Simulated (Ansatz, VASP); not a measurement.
# SiP7 in VASP and in Ansatz

```xyz
8
Lattice="5.4668 0.0000 0.0000 -2.7334 4.7344 0.0000 0.0000 0.0000 5.1073" Properties=species:S:1:pos:R:3 pbc="T T T"
Si    0.0000    0.0000    0.0000
P     1.1941    2.4668    3.6336
P     0.0000    4.5351    3.6336
P    -1.1941    2.4668    3.6336
P     1.5393    2.2676    1.4737
P     3.9275    2.2676    1.4737
P     2.7334    0.1993    1.4737
P     0.0000    0.0000    2.5537
```

Alike in both runs: functional PBE; k mesh 3 × 3 × 3; occupations gaussian, width 0.2 eV; no spin polarisation.

Ansatz relaxed the structure, and its values are those at the end. VASP's run is a single point on that final structure, the one shown.

|  | VASP | Ansatz |
| --- | --- | --- |
| version | VASP 6.6.1 | Ansatz 0.2.0 |
| potentials or method | VASP PAW PBE potentials, release 64 (Si, P), cutoff 500 eV | scalar-relativistic, plane waves, PAW |
| valence electrons in the cell | 39 | 39 |

|  | VASP | Ansatz | Ansatz less VASP |
| --- | --- | --- | --- |
| gap on the k mesh at the Fermi level (eV) | none | none | - |
| pressure (GPa) | -0.1 | 0.1 | +0.21 |
| rms of the force components (eV/Å) | 0.021 | 0.011 | -0.0101 |

A gap of «none» marks a metal or a gap that the smearing closes.

The k mesh is coarse, so the values compare programs but aren't converged.
